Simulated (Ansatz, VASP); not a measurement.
**One calculation of SiO2, two programs**

INCAR

```
PREC     = Accurate       # precision mode
ENCUT    = 520            # plane-wave cutoff, eV
EDIFF    = 1E-6           # SCF threshold, eV
ISMEAR   = 0              # smearing method
SIGMA    = 0.05           # smearing width, eV
LREAL    = F              # projectors in reciprocal space
LASPH    = T              # aspherical terms in the spheres
NELM     = 100            # most SCF steps
ALGO     = Normal         # electronic algorithm
ISIF     = 2              # what is computed and relaxed
LWAVE    = F              # write WAVECAR
LCHARG   = F              # write CHGCAR
GGA      = PE             # functional
NBANDS   = 25             # bands
```

File KPOINTS:

```
regular mesh
0
Gamma
  6 6 10
```

POSCAR

```
SiO2
1.0
    4.3899201528      0.0000000000      0.0000000000
    0.0000000000      4.3899201528      0.0000000000
    0.0000000000      0.0000000000      2.7046298061
Si O
2 4
Direct
    0.5000000000      0.5000000000      0.5000000000
    0.0000000000      0.0000000000      0.0000000000
    0.6930127928      0.6930127928      0.0000000000
    0.1930127928      0.8069872072      0.5000000000
    0.3069872072      0.3069872072      0.0000000000
    0.8069872072      0.1930127928      0.5000000000
```

Input for Ansatz:

```yaml
crystal:
  lattice:
    - [4.3899201528, 0.0, 0.0]
    - [0.0, 4.3899201528, 0.0]
    - [0.0, 0.0, 2.7046298061]
  atoms:
    - { symbol: Si, position: [0.5, 0.5, 0.5] }
    - { symbol: Si, position: [0.0, 0.0, 0.0] }
    - { symbol: O, position: [0.6930127928, 0.6930127928, 0.0] }
    - { symbol: O, position: [0.1930127928, 0.8069872072, 0.5] }
    - { symbol: O, position: [0.3069872072, 0.3069872072, 0.0] }
    - { symbol: O, position: [0.8069872072, 0.1930127928, 0.5] }
basis:
  ecutwfc: 520.0
kpoints:
  mp_grid: { grid: [6, 6, 10] }
hamiltonian:
  xc: pbe
  pseudopotentials: { kind: paw, azcp: { folder: soft_1 } }
scf:
  occupations: { method: gaussian, width: 0.05 }
output:
  forces: true
  stress: true
  eigenvalues: true
```

Alike in both runs: task single point; functional PBE; k mesh 6 × 6 × 10; occupations gaussian, width 0.05 eV; no spin polarisation.

|  | VASP | Ansatz |
| --- | --- | --- |
| version | VASP 6.6.1 | Ansatz 0.2.0 |
| potentials or method | VASP PAW PBE potentials, release 64 (Si, O), cutoff 520 eV | scalar-relativistic, plane waves, PAW |
| valence electrons in the cell | 32 | 32 |

|  | VASP | Ansatz | Ansatz less VASP |
| --- | --- | --- | --- |
| gap on the k mesh at the Fermi level (eV) | 3.87 | 3.89 | +0.024 |
| least direct gap on the mesh (eV) | 3.87 | 3.89 | +0.024 |
| pressure (GPa) | -17.9 | -18.1 | -0.24 |
| traceless stress, the component that is largest in VASP (GPa) | 4.78 | 4.30 | -0.485 |
| rms of the force components (eV/Å) | 0.358 | 0.370 | +0.0117 |

Atom by atom the forces differ by 0.012 eV/Å (rms over components).
